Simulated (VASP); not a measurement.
BN, 4 atoms in the cell. It takes space group P6_3/mmc (No. 194, hexagonal). The conventional cell has a = 2.506 Å, b = 2.506 Å, c = 6.614 Å, α = 90.00°, β = 90.00°, γ = 120.00°. Within 1.9 Å of B (site symmetry -6m2) lie 3 N at 1.45 Å. Within 1.9 Å of N (site symmetry -6m2) lie 3 B at 1.45 Å. 

* Program: VASP 6.6.1
* Task: phonons
* Functional: PBE
* Dispersion: D3(BJ)
* Potentials or basis: VASP PAW PBE potentials, release 64 (B, N)
* Cutoff: 520 eV
* k mesh: 12 × 12 × 4
* Occupations: gaussian, width 0.01 eV
* Spin: no spin polarisation
* Dipole correction: no
* Further INCAR settings: ALGO = Normal; EDIFF = 1e-08; NBANDS = 16; IBRION = 6; POTIM = 0.015; NSW = 1

Potentials or basis: VASP PAW PBE potentials, release 64 (B, N).

Command:

```sh
$ cat potpaw_PBE.64/B/POTCAR potpaw_PBE.64/N/POTCAR > POTCAR
$ mpirun -np 1 vasp_std > vasp.out
```

Hardware: 1 thread of AMD EPYC 7R13 Processor (Zen 3) (shared host).

Task: Estimate the wall time of this run.

Result: Wall time 4.4 min on 1 thread of AMD EPYC 7R13 Processor (Zen 3), on a shared host, peak memory 0.3 GiB. Counts: scf iterations 85, k points 57.
